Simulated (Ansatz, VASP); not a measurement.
One calculation of Ge, two programs

```
Ge
1.0
    -3.76322    3.76322    2.29482
     3.76322   -3.76322    2.29482
     3.76322    3.76322   -2.29482
Ge
6
Direct
  0.50000 0.50000 0.00000
  0.25000 0.75000 0.50000
  0.84542 0.62500 0.72042
  0.90458 0.12500 0.27958
  0.37500 0.15458 0.27958
  0.87500 0.09542 0.72042
```

Alike in both runs: functional PBE; k mesh 6 × 6 × 6; occupations gaussian, width 0.1 eV; no spin polarisation.

Ansatz relaxed the structure, and its values are those at the end. VASP's run is a single point on that final structure, the one shown.

```csv
,VASP,Ansatz
version,VASP 6.6.1,Ansatz 0.2.0
potentials or method,"VASP PAW PBE potentials, release 64 (Ge_d), cutoff 520 eV","scalar-relativistic, plane waves, PAW"
valence electrons in the cell,84,84
```

```tsv
	VASP	Ansatz	Ansatz less VASP
gap on the k mesh at the Fermi level (eV)	none	none	-
pressure (GPa)	0.3	0.3	+0.02
rms of the force components (eV/Å)	0.009	0.008	-0.0006
```

A gap of «none» marks a metal or a gap that the smearing closes.
